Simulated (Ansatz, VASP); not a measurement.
Ir: VASP beside Ansatz

```
Ir
1.0
     0.00000   -1.93518   -1.93518
     0.00000    1.93518   -1.93518
     3.87036    0.00000    0.00000
Ir
2
Direct
  0.50000 0.50000 0.48811
  0.00000 0.00000 0.01189
```

Change from the starting cell: mode 4 frozen in at +0.000 Å and mode 6 at -0.046 Å (largest displacements).

Alike in both runs: task single point; functional PBE; k mesh 16 × 16 × 12; occupations gaussian, width 0.15 eV; no spin polarisation.

```csv
,VASP,Ansatz
version,VASP 6.6.1,Ansatz 0.2.0
potentials or method,"VASP PAW PBE potentials, release 64 (Ir), cutoff 520 eV","scalar-relativistic, plane waves, PAW"
valence electrons in the cell,18,34
```

Ansatz gave:

```
gap on the k mesh at the Fermi level (eV)                     : none
pressure (GPa)                                                : 1.6
traceless stress, the component that is largest in VASP (GPa) : 0.32
rms of the force components (eV/Å)                            : 0.626
```

Which values does VASP return?

gap on the k mesh at the Fermi level (eV): none; pressure (GPa): 2.2; traceless stress, the component that is largest in VASP (GPa): 0.31; rms of the force components (eV/Å): 0.635.

Atom by atom the forces differ by 0.009 eV/Å (rms over components). A gap of «none» marks a metal or a gap that the smearing closes. With one functional, cell and mesh, what is left measures potentials, basis and numerics. VASP's potentials hold 18 valence electrons a cell and Ansatz's 34, so a difference there can come from the potentials and not from the codes.

Neither program's run includes spin-orbit coupling.
